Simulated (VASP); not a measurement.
# Zr2NbTe4 (I4/mmm) in VASP: single point with PBE

Aim: the single point of Zr2NbTe4 with PBE.

All numbers are computed with VASP 6.6.1; they aren't measurements. Logs are shortened: lines on timing, memory, paths and dates and some standing lists are left out, and cuts for length are marked.

**1. The cell of the first run**

It takes space group I4/mmm (No. 139, tetragonal). Conventional cell: a = 7.292 Å, b = 7.292 Å, c = 7.061 Å, α = 90.00°, β = 90.00°, γ = 90.00°. Zr (site symmetry -4m2) has 8 Te at 3.13 Å and 2 Zr at 3.53 Å and 4 Nb at 4.05 Å within 4.1 Å. Nb (site symmetry 4/mmm) has 4 Te at 2.73 Å within 3.6 Å. Within 3.6 Å of Te (site symmetry m2m) lie 1 Nb at 2.73 Å and 4 Zr at 3.13 Å and 4 Te at 3.43 to 3.54 Å.

The cell was generated, and may not be a known phase.

**2. Single point, PBE**

INCAR

```
ALGO = Normal ; EDIFF = 1E-6
ENCUT = 500 ; GGA = PE
GGA_COMPAT = False ; ISIF = 2
ISMEAR = 0 ; LASPH = True
LCHARG = False ; LREAL = False
LWAVE = False ; NBANDS = 40
NELM = 120 ; PREC = Accurate
SIGMA = 0.2
```

KPOINTS

```
k-points
0
Gamma
  4 4 4
```

POSCAR

```
Zr2NbTe4
1.0
   -3.6460171649      3.6460171649      3.5306310503
    3.6460171649     -3.6460171649      3.5306310503
    3.6460171649      3.6460171649     -3.5306310503
Zr Nb Te
2 1 4
Direct
    0.7500000000      0.2500000000      0.5000000000
    0.2500000000      0.7500000000      0.5000000000
    0.0000000000      0.0000000000      0.0000000000
    0.2651335730      0.2651335730      0.5302671461
    0.2651335730      0.7348664270      0.0000000000
    0.7348664270      0.7348664270      0.4697328539
    0.7348664270      0.2651335730      0.0000000000
```

Potentials or basis: VASP PAW PBE potentials, release 64 (Zr_sv, Nb_sv, Te).

Started as:

```
> cat potpaw_PBE.64/Zr_sv/POTCAR potpaw_PBE.64/Nb_sv/POTCAR potpaw_PBE.64/Te/POTCAR > POTCAR
> mpirun -np 1 vasp_std > vasp.out
```

OUTCAR:

```text
EDIFF = 1E-6
   ENCUT = 500
   GGA = PE
   ISIF = 2
   ISMEAR = 0
   LASPH = True
   LREAL = False
   NELM = 120
   PREC = Accurate

 ion  position               nearest neighbor table
   1  0.750  0.250  0.500-   4 3.13   6 3.13   7 3.13   7 3.13   5 3.13   5 3.13   4 3.13   6 3.13
                             2 3.53   2 3.53
   2  0.250  0.750  0.500-   4 3.13   6 3.13   5 3.13   5 3.13   7 3.13   7 3.13   6 3.13   4 3.13
                             1 3.53   1 3.53
   3  0.000  0.000  0.000-   5 2.73   7 2.73   4 2.73   6 2.73
   4  0.265  0.265  0.530-   3 2.73   2 3.13   1 3.13   2 3.13   1 3.13   7 3.43   5 3.43   6 3.54
                             6 3.54
   5  0.265  0.735  0.000-   3 2.73   2 3.13   1 3.13   2 3.13   1 3.13   4 3.43   6 3.43   7 3.54
                             7 3.54
   6  0.735  0.735  0.470-   3 2.73   1 3.13   2 3.13   1 3.13   2 3.13   5 3.43   7 3.43   4 3.54
                             4 3.54
   7  0.735  0.265  0.000-   3 2.73   1 3.13   2 3.13   1 3.13   2 3.13   4 3.43   6 3.43   5 3.54
                             5 3.54

  LATTYP: Found a body centered tetragonal cell.
 ALAT       =     7.2920343298
 C/A-ratio  =     0.9683528329

  Lattice vectors:

 A1 = (  -3.6460171649,   3.6460171649,   3.5306310503)
 A2 = (   3.6460171649,  -3.6460171649,   3.5306310503)
 A3 = (   3.6460171649,   3.6460171649,  -3.5306310503)

Analysis of symmetry for initial positions (statically):
=====================================================================
 Subroutine PRICEL returns:
 Original cell was already a primitive cell.

 Routine SETGRP: Setting up the symmetry group for a
 body centered tetragonal supercell.

 Subroutine GETGRP returns: Found 16 space group operations
 (whereof 16 operations were pure point group operations)
 out of a pool of 16 trial point group operations.

The static configuration has the point symmetry D_4h.

Analysis of symmetry for dynamics (positions and initial velocities):
=====================================================================
 Subroutine PRICEL returns:
 Original cell was already a primitive cell.

 Routine SETGRP: Setting up the symmetry group for a
 body centered tetragonal supercell.

 Subroutine GETGRP returns: Found 16 space group operations
 (whereof 16 operations were pure point group operations)
 out of a pool of 16 trial point group operations.

The dynamic configuration has the point symmetry D_4h.

 Subroutine INISYM returns: Found 16 space group operations
 (whereof 16 operations are pure point group operations),
 and found     1 'primitive' translations

----------------------------------------------------------------------------------------

                                     Primitive cell

  volume of cell :     187.7369

  direct lattice vectors                    reciprocal lattice vectors
    -3.646017165  3.646017165  3.530631050     0.000000000  0.137135942  0.141617743
     3.646017165 -3.646017165  3.530631050     0.137135942  0.000000000  0.141617743
     3.646017165  3.646017165 -3.530631050     0.137135942  0.137135942  0.000000000

  length of vectors
     6.249178982  6.249178982  6.249178982     0.197134096  0.197134096  0.193939510

  position of ions in fractional coordinates (direct lattice)
     0.750000000  0.250000000  0.500000000
     0.250000000  0.750000000  0.500000000
     0.000000000  0.000000000  0.000000000
     0.265133573  0.265133573  0.530267146
     0.265133573  0.734866427  0.000000000
     0.734866427  0.734866427  0.469732854
     0.734866427  0.265133573  0.000000000

  ion indices of the primitive-cell ions
   primitive index   ion index
                 1           1
                 2           2
                 3           3
                 4           4
                 5           5
                 6           6
                 7           7

----------------------------------------------------------------------------------------

 KPOINTS: k-points

Automatic generation of k-mesh.
 Grid dimensions read from file:
 generate k-points for:    4    4    4

 Generating k-lattice:

  Cartesian coordinates                     Fractional coordinates (reciprocal lattice)
     0.000000000  0.034283986  0.035404436     0.250000000 -0.000000000  0.000000000
     0.034283986  0.000000000  0.035404436    -0.000000000  0.250000000  0.000000000
     0.034283986  0.034283986  0.000000000     0.000000000  0.000000000  0.250000000

  Length of vectors
     0.049283524  0.049283524  0.048484877

  Shift w.r.t. Gamma in fractional coordinates (k-lattice)
     0.000000000  0.000000000  0.000000000

 Subroutine IBZKPT returns following result:
 ===========================================

 Found     13 irreducible k-points:

 Following reciprocal coordinates:
            Coordinates               Weight
  0.000000  0.000000  0.000000      1.000000
  0.250000  0.000000  0.000000      8.000000
  0.500000  0.000000  0.000000      4.000000
  0.250000  0.250000  0.000000      8.000000
  0.500000  0.250000  0.000000     16.000000
 -0.250000  0.250000  0.000000      4.000000
  0.500000  0.500000  0.000000      2.000000
  0.250000  0.250000  0.250000      2.000000
 -0.250000  0.250000  0.250000      4.000000
  0.500000  0.500000  0.250000      4.000000
 -0.250000  0.500000  0.250000      8.000000
 -0.250000 -0.250000  0.250000      2.000000
  0.500000  0.500000  0.500000      1.000000
   k-points           NKPTS =     13   k-points in BZ     NKDIM =     13   number of bands    NBANDS=     40
   number of dos      NEDOS =    301   number of ions     NIONS =      7
   total plane-waves  NPLWV = 110592
   dimension x,y,z NGX =    48 NGY =   48 NGZ =   48
   dimension x,y,z NGXF=    96 NGYF=   96 NGZF=   96
   ions per type =               2   1   4
   NGX,Y,Z   is equivalent  to a cutoff of  12.77, 12.77, 12.77 a.u.
   NGXF,Y,Z  is equivalent  to a cutoff of  25.54, 25.54, 25.54 a.u.
 SYSTEM =  unknown system
   PREC   = accura    normal or accurate (medium, high low for compatibility)
   ISTART =      0    job   : 0-new  1-cont  2-samecut
   ICHARG =      2    charge: 1-file 2-atom 10-const
   ISPIN  =      1    spin polarized calculation?
   LNONCOLLINEAR =      F non collinear calculations
   LSORBIT =      F    spin-orbit coupling
   LASPH  =      T    aspherical Exc in radial PAW
   ENCUT  =  500.0 eV  36.75 Ry    6.06 a.u.  11.39 11.39 11.39*2*pi/ulx,y,z
   NELM   =    120;   NELMIN=  2; NELMDL= -5     # of ELM steps
   EDIFF  = 0.1E-05   stopping-criterion for ELM
   LREAL  =      F    real-space projection
   EDIFFG = 0.1E-04   stopping-criterion for IOM
   NSW    =      0    number of steps for IOM
   IBRION =     -1    ionic relax: 0-MD 1-quasi-New 2-CG
   NFREE  =      0    steps in history (QN), initial steepest desc. (CG)
   ISIF   =      2    stress and relaxation
   ISYM   =      2    0-nonsym 1-usesym 2-fastsym
   POTIM  = 0.5000    time-step for ionic-motion
   TEBEG  =    0.0;   TEEND  =   0.0 temperature during run
   PSTRESS=    0.0 pullay stress
   NELECT =      61.0000    total number of electrons
   NUPDOWN=      -1.0000    fix difference up-down
   EMIN   =  10.00;   EMAX   =-10.00  energy-range for DOS
   EFERMI =   0.00;   METHOD = LEGACY
   ISMEAR =     0;   SIGMA  =   0.20  broadening in eV -4-tet -1-fermi 0-gaus
   EFERMI_NEDOS =   21; number of points for ismear=-14 and -15
   IALGO  =     38    algorithm
   IMIX   =      4    mixing-type and parameters
     AMIX     =   0.40;   BMIX     =  1.00
     AMIX_MAG =   1.60;   BMIX_MAG =  1.00
  volume/ion in A,a.u.               =      26.82       180.99
  Fermi-wavevector in a.u.,A,eV,Ry     =   1.125472  2.126835 17.234339  1.266688
  Thomas-Fermi vector in A             =   2.262150
   LORBIT       =      0    0 simple, 1 ext, 2 COOP (PROOUT), +10 PAW based schemes
   GGA     = PE    functional components
   LHFCALC =     F    Hartree Fock is set to
   AEXX    =    0.0000 exact exchange contribution
   IVDW    =     0    specifies the selected vdW correction
   LEPSILON=     F    determine dielectric tensor
   LRPA    =     F    only Hartree local field effects (RPA)
 non-spin polarized calculation
 Gauss-broadening in eV      SIGMA  =   0.20
  energy-cutoff  :      500.00
  volume of cell :      187.74
 maximum number of plane-waves:      4779
 NGX is ok and might be reduce to    48
   NGX = 23   NGY = 23   NGZ = 23

 number of electron      60.9999999 magnetization

 Free energy of the ion-electron system (eV)
  ---------------------------------------------------
  ext. energy  EPLUGINS =         0.00000000
  ---------------------------------------------------
  free energy    TOTEN  =       -40.63005039 eV

  energy without entropy =      -40.47965925  energy(sigma->0) =      -40.55485482

 E-fermi :   8.3821     XC(G=0): -10.2275

 val. band max:        8.3758617623   @ k =   0.5000   0.2500   0.0000
 cond. band min:       8.4414530357   @ k =  -0.2500  -0.2500   0.2500
 fundamental gap:      0.0655912734
 Fermi energy:         8.3821409265

 k-point     1 :       0.0000    0.0000    0.0000
  band No.  band energies     occupation
      1     -47.1548      2.00000
      2     -41.5548      2.00000
      3     -41.5408      2.00000
      4     -23.2513      2.00000
      5     -23.2431      2.00000
      6     -23.2431      2.00000
[... 32 lines left out ...]
     39       9.6497      0.00000
     40       9.6519      0.00000

 k-point     2 :       0.2500    0.0000    0.0000
  band No.  band energies     occupation
      1     -47.1548      2.00000
      2     -41.5528      2.00000
      3     -41.5429      2.00000
      4     -23.2513      2.00000
      5     -23.2432      2.00000
      6     -23.2432      2.00000
[... 462 lines left out ...]
     39      10.6336      0.00000
     40      10.6336      0.00000

 k-point    13 :       0.5000    0.5000    0.5000
  band No.  band energies     occupation
      1     -47.1548      2.00000
      2     -41.5547      2.00000
      3     -41.5411      2.00000
      4     -23.2514      2.00000
      5     -23.2435      2.00000
      6     -23.2435      2.00000
[... 32 lines left out ...]
     39      11.6072      0.00000
     40      11.6423      0.00000

------------------------ aborting loop because EDIFF is reached ----------------------------------------

  FORCE on cell =-STRESS in cart. coord.  units (eV):
  Direction    XX          YY          ZZ          XY          YZ          ZX
  --------------------------------------------------------------------------------------
  -------------------------------------------------------------------------------------
  Total       -0.3830569     -0.3830569     -0.1335763      0.0000000      0.0000000      0.0000000
  in kB       -3.2690690     -3.2690690     -1.1399616      0.0000000      0.0000000      0.0000000
  external PRESSURE =      -2.5593665 kB  Pullay stress =       0.0000000 kB

 VOLUME and BASIS-vectors are now :
 -----------------------------------------------------------------------------
  energy-cutoff  :      500.00
  volume of cell :      187.74
      direct lattice vectors                 reciprocal lattice vectors
    -3.646017165  3.646017165  3.530631050     0.000000000  0.137135942  0.141617743
     3.646017165 -3.646017165  3.530631050     0.137135942  0.000000000  0.141617743
     3.646017165  3.646017165 -3.530631050     0.137135942  0.137135942  0.000000000

 POSITION                                       TOTAL-FORCE (eV/Angst)
 -----------------------------------------------------------------------------------
      0.00000      3.64602      1.76532        -0.000000      0.000000      0.000000
      3.64602      0.00000      1.76532        -0.000000      0.000000      0.000000
      0.00000      0.00000      0.00000        -0.000000      0.000000      0.000000
      1.93336      1.93336     -0.00000        -0.007615     -0.007615      0.000000
      1.71265     -1.71265      3.53063         0.007615     -0.007615     -0.000000
      1.71265      1.71265      3.53063         0.007615      0.007615     -0.000000
     -1.71265      1.71265      3.53063        -0.007615      0.007615     -0.000000
 -----------------------------------------------------------------------------------
    total drift:                               -0.000000     -0.000000     -0.000000

  FREE ENERGIE OF THE ION-ELECTRON SYSTEM (eV)
  ---------------------------------------------------
  free  energy   TOTEN  =       -40.6300503853 eV

  energy  without entropy=      -40.4796592533  energy(sigma->0) =      -40.55485482
```

Run time: 4.7 min. Hardware: 1 thread of Intel Xeon 8259CL, shared host; peak memory 0.34 GiB.

What came out:

- Free energy: -40.6301 eV
- Pressure: -0.3 GPa
- Largest force: 0.011 eV/Å
- Band gap on the k mesh: zero (an odd number of electrons rules out a gap without spin polarisation)

Forces in eV/Å, atoms in the order of the input:
```
Zr   0.000  0.000  0.000
Zr   0.000  0.000  0.000
Nb   0.000  0.000  0.000
Te  -0.008 -0.008  0.000
Te   0.008 -0.008  0.000
Te   0.008  0.008  0.000
Te  -0.008  0.008  0.000
```

Caveat: spin-orbit coupling is left out, which moves the levels of the heavy elements.

The gap in the log of VASP goes by the Fermi energy; the results here count the filled bands.